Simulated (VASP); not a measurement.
CsSnBr3, 5 atoms in the cell. Symmetry: Pm-3m, No. 221, cubic system. Conventional cell: a = 4.868 Å, b = 4.868 Å, c = 4.868 Å, α = 90.00°, β = 90.00°, γ = 90.00°. Within 4.5 Å of Cs (site symmetry m-3m) lie 12 Br at 3.44 Å and 8 Sn at 4.22 Å. Within 3.2 Å of Sn (site symmetry m-3m) lie 6 Br at 2.43 Å. Within 3.2 Å of Br (site symmetry 4/mmm) lie 2 Sn at 2.43 Å. 

| Item | Value |
| --- | --- |
| Program | VASP 6.6.1 |
| Task | relaxation of cell and atoms |
| Functional | PBEsol |
| Potentials or basis | VASP PAW PBE potentials, release 64 (Cs_sv, Sn_d, Br) |
| Cutoff | 500 eV |
| k mesh | 8 × 8 × 8 |
| Occupations | gaussian, width 0.1 eV |
| Spin | no spin polarisation |
| Target pressure | 50 GPa |
| Dipole correction | no |
| Further INCAR settings | ALGO = Normal; EDIFF = 1e-07; IBRION = 2; EDIFFG = -0.008; NSW = 70; ISIF = 3 |

Potentials or basis: VASP PAW PBE potentials, release 64 (Cs_sv, Sn_d, Br).

Run with:

```bash
$ cat potpaw_PBE.64/Cs_sv/POTCAR potpaw_PBE.64/Sn_d/POTCAR potpaw_PBE.64/Br/POTCAR > POTCAR
$ mpirun -np 1 vasp_std > vasp.out
```

Hardware: 1 thread of Intel(R) Xeon(R) 6975P-C (Granite Rapids) (shared host).

How long does it take, and how much memory?

Run time: 8 min on 1 thread of Intel(R) Xeon(R) 6975P-C (Granite Rapids) (shared host), peak memory 0.28 GiB. Counts: scf iterations 63, k points 35, ion steps 7.
